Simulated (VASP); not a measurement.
# CeC in VASP: a series of runs

The runs below take CeC through single point, with PBEsol.

Everything below comes from runs of VASP 6.6.1. Logs are shortened: lines on timing, memory, paths and dates and some standing lists are left out, and cuts for length are marked.

### 1 The cell of the first run

Symmetry: F-43m, No. 216, cubic system. Conventional cell: a = 5.423 Å, b = 5.423 Å, c = 5.423 Å, α = 90.00°, β = 90.00°, γ = 90.00°. Ce (site symmetry -43m) has 4 C at 2.35 Å within 3.1 Å. C (site symmetry -43m) has 4 Ce at 2.35 Å within 3.1 Å.

### 2 Single point, PBEsol

Input file INCAR:

```
SYSTEM = CeC
PREC = Accurate
ENCUT = 520
EDIFF = 1E-7
ISMEAR = 0
SIGMA = 0.05
LREAL = .FALSE.
LASPH = .TRUE.
NELM = 60
ALGO = Normal
ISIF = 2
LWAVE = .FALSE.
LCHARG = .FALSE.
GGA = PS
NBANDS = 15
```

Input file KPOINTS:

```
Automatic mesh
0
G
  10 10 10
  0 0 0
```

Input file POSCAR:

```
CeC
1.0
    0.0000000000      2.7113585900      2.7113585900
    2.7113585900      0.0000000000      2.7113585900
    2.7113585900      2.7113585900      0.0000000000
Ce C
1 1
Direct
    0.0000000000      0.0000000000      0.0000000000
    0.2500000000      0.2500000000      0.2500000000
```

Potentials or basis: VASP PAW PBE potentials, release 64 (Ce, C).

Started as:

```bash
cat potpaw_PBE.64/Ce/POTCAR potpaw_PBE.64/C/POTCAR > POTCAR
mpirun -np 1 vasp_std > vasp.out
```

OUTCAR:

```text
SYSTEM = CeC
   PREC = Accurate
   ENCUT = 520
   EDIFF = 1E-7
   ISMEAR = 0
   LREAL = .FALSE.
   LASPH = .TRUE.
   NELM = 60
   ISIF = 2
   GGA = PS

 ion  position               nearest neighbor table
   1  0.000  0.000  0.000-   2 2.35   2 2.35   2 2.35   2 2.35
   2  0.250  0.250  0.250-   1 2.35   1 2.35   1 2.35   1 2.35

  LATTYP: Found a face centered cubic cell.
 ALAT       =     5.4227171800

  Lattice vectors:

 A1 = (   0.0000000000,   2.7113585900,   2.7113585900)
 A2 = (   2.7113585900,   0.0000000000,   2.7113585900)
 A3 = (   2.7113585900,   2.7113585900,   0.0000000000)

Analysis of symmetry for initial positions (statically):
=====================================================================
 Subroutine PRICEL returns:
 Original cell was already a primitive cell.

 Routine SETGRP: Setting up the symmetry group for a
 face centered cubic supercell.

 Subroutine GETGRP returns: Found 24 space group operations
 (whereof 24 operations were pure point group operations)
 out of a pool of 48 trial point group operations.

The static configuration has the point symmetry T_d .

Analysis of symmetry for dynamics (positions and initial velocities):
=====================================================================
 Subroutine PRICEL returns:
 Original cell was already a primitive cell.

 Routine SETGRP: Setting up the symmetry group for a
 face centered cubic supercell.

 Subroutine GETGRP returns: Found 24 space group operations
 (whereof 24 operations were pure point group operations)
 out of a pool of 48 trial point group operations.

The dynamic configuration has the point symmetry T_d .

 Subroutine INISYM returns: Found 24 space group operations
 (whereof 24 operations are pure point group operations),
 and found     1 'primitive' translations

----------------------------------------------------------------------------------------

                                     Primitive cell

  volume of cell :      39.8649

  direct lattice vectors                    reciprocal lattice vectors
     0.000000000  2.711358590  2.711358590    -0.184409396  0.184409396  0.184409396
     2.711358590  0.000000000  2.711358590     0.184409396 -0.184409396  0.184409396
     2.711358590  2.711358590  0.000000000     0.184409396  0.184409396 -0.184409396

  length of vectors
     3.834440090  3.834440090  3.834440090     0.319406443  0.319406443  0.319406443

  position of ions in fractional coordinates (direct lattice)
     0.000000000  0.000000000  0.000000000
     0.250000000  0.250000000  0.250000000

  ion indices of the primitive-cell ions
   primitive index   ion index
                 1           1
                 2           2

----------------------------------------------------------------------------------------

 KPOINTS: Automatic mesh

Automatic generation of k-mesh.
 Grid dimensions read from file:
 generate k-points for:   10   10   10

 Generating k-lattice:

  Cartesian coordinates                     Fractional coordinates (reciprocal lattice)
    -0.018440940  0.018440940  0.018440940     0.100000000  0.000000000  0.000000000
     0.018440940 -0.018440940  0.018440940     0.000000000  0.100000000  0.000000000
     0.018440940  0.018440940 -0.018440940     0.000000000  0.000000000  0.100000000

  Length of vectors
     0.031940644  0.031940644  0.031940644

  Shift w.r.t. Gamma in fractional coordinates (k-lattice)
     0.000000000  0.000000000  0.000000000

 Subroutine IBZKPT returns following result:
 ===========================================

 Found     47 irreducible k-points:

 Following reciprocal coordinates:
            Coordinates               Weight
  0.000000  0.000000  0.000000      1.000000
  0.100000  0.000000  0.000000      8.000000
  0.200000  0.000000  0.000000      8.000000
  0.300000  0.000000  0.000000      8.000000
  0.400000  0.000000  0.000000      8.000000
  0.500000  0.000000  0.000000      4.000000
[... 16 lines left out ...]
  0.300000  0.300000  0.000000      6.000000
  0.400000  0.300000  0.000000     24.000000
 [... further k-points ...]
   k-points           NKPTS =     47   k-points in BZ     NKDIM =     47   number of bands    NBANDS=     15
   number of dos      NEDOS =    301   number of ions     NIONS =      2
   total plane-waves  NPLWV =  27000
   dimension x,y,z NGX =    30 NGY =   30 NGZ =   30
   dimension x,y,z NGXF=    60 NGYF=   60 NGZF=   60
   ions per type =               1   1
   NGX,Y,Z   is equivalent  to a cutoff of  13.01, 13.01, 13.01 a.u.
   NGXF,Y,Z  is equivalent  to a cutoff of  26.01, 26.01, 26.01 a.u.
 SYSTEM =  CeC
   PREC   = accura    normal or accurate (medium, high low for compatibility)
   ISTART =      0    job   : 0-new  1-cont  2-samecut
   ICHARG =      2    charge: 1-file 2-atom 10-const
   ISPIN  =      1    spin polarized calculation?
   LNONCOLLINEAR =      F non collinear calculations
   LSORBIT =      F    spin-orbit coupling
   LASPH  =      T    aspherical Exc in radial PAW
   ENCUT  =  520.0 eV  38.22 Ry    6.18 a.u.   7.13  7.13  7.13*2*pi/ulx,y,z
   NELM   =     60;   NELMIN=  2; NELMDL= -5     # of ELM steps
   EDIFF  = 0.1E-06   stopping-criterion for ELM
   LREAL  =      F    real-space projection
   EDIFFG = 0.1E-05   stopping-criterion for IOM
   NSW    =      0    number of steps for IOM
   IBRION =     -1    ionic relax: 0-MD 1-quasi-New 2-CG
   NFREE  =      0    steps in history (QN), initial steepest desc. (CG)
   ISIF   =      2    stress and relaxation
   ISYM   =      2    0-nonsym 1-usesym 2-fastsym
   POTIM  = 0.5000    time-step for ionic-motion
   TEBEG  =    0.0;   TEEND  =   0.0 temperature during run
   PSTRESS=    0.0 pullay stress
   NELECT =      16.0000    total number of electrons
   NUPDOWN=      -1.0000    fix difference up-down
   EMIN   =  10.00;   EMAX   =-10.00  energy-range for DOS
   EFERMI =   0.00;   METHOD = LEGACY
   ISMEAR =     0;   SIGMA  =   0.05  broadening in eV -4-tet -1-fermi 0-gaus
   EFERMI_NEDOS =   21; number of points for ismear=-14 and -15
   IALGO  =     38    algorithm
   IMIX   =      4    mixing-type and parameters
     AMIX     =   0.40;   BMIX     =  1.00
     AMIX_MAG =   1.60;   BMIX_MAG =  1.00
  volume/ion in A,a.u.               =      19.93       134.51
  Fermi-wavevector in a.u.,A,eV,Ry     =   1.207585  2.282006 19.840867  1.458263
  Thomas-Fermi vector in A             =   2.343219
   LORBIT       =      0    0 simple, 1 ext, 2 COOP (PROOUT), +10 PAW based schemes
   GGA     = PS    functional components
   LHFCALC =     F    Hartree Fock is set to
   AEXX    =    0.0000 exact exchange contribution
   IVDW    =     0    specifies the selected vdW correction
   LEPSILON=     F    determine dielectric tensor
   LRPA    =     F    only Hartree local field effects (RPA)
 non-spin polarized calculation
 Gauss-broadening in eV      SIGMA  =   0.05
  energy-cutoff  :      520.00
  volume of cell :       39.86
 maximum number of plane-waves:      1090
 NGX is ok and might be reduce to    30
   NGX = 15   NGY = 15   NGZ = 15

 number of electron      15.9999999 magnetization

 Free energy of the ion-electron system (eV)
  ---------------------------------------------------
  ext. energy  EPLUGINS =         0.00000000
  ---------------------------------------------------
  free energy    TOTEN  =       -15.84849013 eV

  energy without entropy =      -15.84842366  energy(sigma->0) =      -15.84845689

 E-fermi :   6.0523     XC(G=0): -10.5128

 val. band max:        5.9934742380   @ k =   0.5000   0.5000   0.0000
 cond. band min:       6.0721402133   @ k =   0.0000   0.0000   0.0000
 fundamental gap:      0.0786659753
 Fermi energy:         6.0523397361

 k-point     1 :       0.0000    0.0000    0.0000
  band No.  band energies     occupation
      1     -27.8407      2.00000
      2     -10.1204      2.00000
      3     -10.1204      2.00000
      4     -10.1204      2.00000
      5      -2.7018      2.00000
      6       3.9004      2.00000
      7       3.9004      2.00000
      8       3.9004      2.00000
      9       6.0721      0.57545
     10       6.8916      0.00000
     11       6.8916      0.00000
     12       6.8916      0.00000
     13       7.0828      0.00000
     14       7.0828      0.00000
     15       7.0828      0.00000

 k-point     2 :       0.1000    0.0000    0.0000
  band No.  band energies     occupation
      1     -27.8276      2.00000
      2     -10.2816      2.00000
      3     -10.1383      2.00000
      4     -10.1383      2.00000
      5      -2.5330      2.00000
      6       3.8400      2.00000
      7       3.9774      2.00000
      8       3.9774      2.00000
      9       6.2047      0.00002
     10       6.8839      0.00000
     11       6.8839      0.00000
     12       6.8845      0.00000
     13       7.0839      0.00000
     14       7.1075      0.00000
     15       7.1075      0.00000

 k-point     3 :       0.2000    0.0000    0.0000
  band No.  band energies     occupation
      1     -27.7930      2.00000
      2     -10.6704      2.00000
      3     -10.1847      2.00000
      4     -10.1847      2.00000
      5      -2.1672      2.00000
      6       3.9033      2.00000
      7       4.1667      2.00000
      8       4.1667      2.00000
      9       6.4046      0.00000
     10       6.8701      0.00000
     11       6.8701      0.00000
     12       6.8740      0.00000
     13       7.0865      0.00000
     14       7.1450      0.00000
     15       7.1450      0.00000
[... 343 lines left out ...]
 k-point    23 :       0.3000    0.3000    0.0000
  band No.  band energies     occupation
      1     -27.7195      2.00000
      2     -11.1066      2.00000
      3     -10.4344      2.00000
      4     -10.4344      2.00000
      5      -1.5319      2.00000
      6       3.1511      2.00000
      7       5.2146      2.00000
      8       5.2146      2.00000
      9       6.6080      0.00000
     10       6.8334      0.00000
     11       6.8546      0.00000
     12       6.8907      0.00000
     13       6.8907      0.00000
     14       7.4933      0.00000
     15       7.4933      0.00000

 k-point    24 :       0.4000    0.3000    0.0000
  band No.  band energies     occupation
      1     -27.6914      2.00000
      2     -11.2850      2.00000
      3     -10.5331      2.00000
      4     -10.4860      2.00000
      5      -1.3685      2.00000
      6       3.2331      2.00000
      7       5.4410      2.00000
      8       5.4679      2.00000
      9       6.6789      0.00000
     10       6.8119      0.00000
     11       6.8373      0.00000
     12       6.9029      0.00000
     13       6.9131      0.00000
     14       7.4523      0.00000
     15       7.5829      0.00000

 [... further k-points ...]
[... 5 lines left out ...]
  --------------------------------------------------------------------------------------
  -------------------------------------------------------------------------------------
  Total       -0.0127922     -0.0127922     -0.0127922      0.0000000     -0.0000000      0.0000000
  in kB       -0.5141186     -0.5141186     -0.5141186      0.0000000     -0.0000000      0.0000000
  external PRESSURE =      -0.5141186 kB  Pullay stress =       0.0000000 kB

 VOLUME and BASIS-vectors are now :
 -----------------------------------------------------------------------------
  energy-cutoff  :      520.00
  volume of cell :       39.86
      direct lattice vectors                 reciprocal lattice vectors
     0.000000000  2.711358590  2.711358590    -0.184409396  0.184409396  0.184409396
     2.711358590  0.000000000  2.711358590     0.184409396 -0.184409396  0.184409396
     2.711358590  2.711358590  0.000000000     0.184409396  0.184409396 -0.184409396

 POSITION                                       TOTAL-FORCE (eV/Angst)
 -----------------------------------------------------------------------------------
      0.00000      0.00000      0.00000         0.000000      0.000000      0.000000
      1.35568      1.35568      1.35568        -0.000000     -0.000000     -0.000000
 -----------------------------------------------------------------------------------
    total drift:                                0.000000      0.000000      0.000000

  FREE ENERGIE OF THE ION-ELECTRON SYSTEM (eV)
  ---------------------------------------------------
  free  energy   TOTEN  =       -15.8484901276 eV

  energy  without entropy=      -15.8484236555  energy(sigma->0) =      -15.84845689
```

Run time: 27 s. Hardware: 1 thread of Intel Xeon 6975P-C (Granite Rapids), shared host; peak memory 0.2 GiB.

Results:

- Free energy: -15.8485 eV
- Pressure: -0.1 GPa
- Band gap on the k mesh: 0.08 eV, indirect (least direct gap 0.77 eV)

Caveat: the PAW data sets were made with another functional, which shifts forces and pressure a little; spin-orbit coupling is left out, which moves the levels of the heavy elements; without U or exact exchange the open f shell lies at the Fermi level, which spoils levels, moments and volumes.

[end of part 1 of 2]
